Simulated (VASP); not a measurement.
Wanted: the native input for a VASP 6.6.1 run.

```yaml
Task: single point
Functional: PBE
Dispersion: D3(BJ)
Potentials_or_basis: VASP PAW PBE potentials, release 64 (B, N)
Cutoff: 520 eV
k_mesh: 12 × 12 × 4
Occupations: methfessel-paxton, width 0.05 eV
Spin: no spin polarisation
Dipole_correction: no
Further_INCAR_settings: ALGO = Normal; EDIFF = 1e-06; NBANDS = 16
```

The structure of BN lies in POSCAR:

```
BN
1.0
    2.3890773168      0.0000000000      0.0000000000
   -1.1945386584      2.1703573356      0.0000000000
    0.0000000000      0.0000000000      6.5923998870
B N
2 2
Direct
   -0.1728768184      0.0000000000      0.5000000000
    0.5065098970      0.6666666667      0.0000000000
    0.1723419976      0.0000000000      0.0000000000
    0.4940933386      0.3333333333      0.5000000000
```

This cell differs from its parent crystal: atoms displaced along a vibrational mode, the cell strained.

One way to write it, as run:

INCAR

```
PREC = Accurate
ENCUT = 520
EDIFF = 1E-6
ISMEAR = 1
SIGMA = 0.05
LREAL = F
LASPH = T
NELM = 60
ALGO = Normal
ISIF = 2
LWAVE = F
LCHARG = T
GGA = PE
IVDW = 12
LELF = T
LVHAR = T
NBANDS = 16
```

KPOINTS

```
Automatic mesh
0
Gamma
  12 12 4
```

Potentials or basis: VASP PAW PBE potentials, release 64 (B, N).

Command:

```sh
$ cat potpaw_PBE.64/B/POTCAR potpaw_PBE.64/N/POTCAR > POTCAR
$ mpirun -np 1 vasp_std > vasp.out
```

Results of the run:

| Quantity | Value |
| --- | --- |
| Pressure | 20.0 GPa |
| Largest force | 0.877 eV/Å |
| Band gap on the k mesh | 3.64 eV (least direct gap 3.98 eV) |
| Dispersion energy per atom | -0.149 eV |

Caveat: the cell differs from its parent crystal (atoms displaced along a vibrational mode, the cell strained); the stress differs along the axes, from 1 to 50 GPa.

Wall time 61 s on 1 thread of Intel(R) Xeon(R) Platinum 8488C (Sapphire Rapids), with other jobs on the host, peak memory 0.22 GiB.
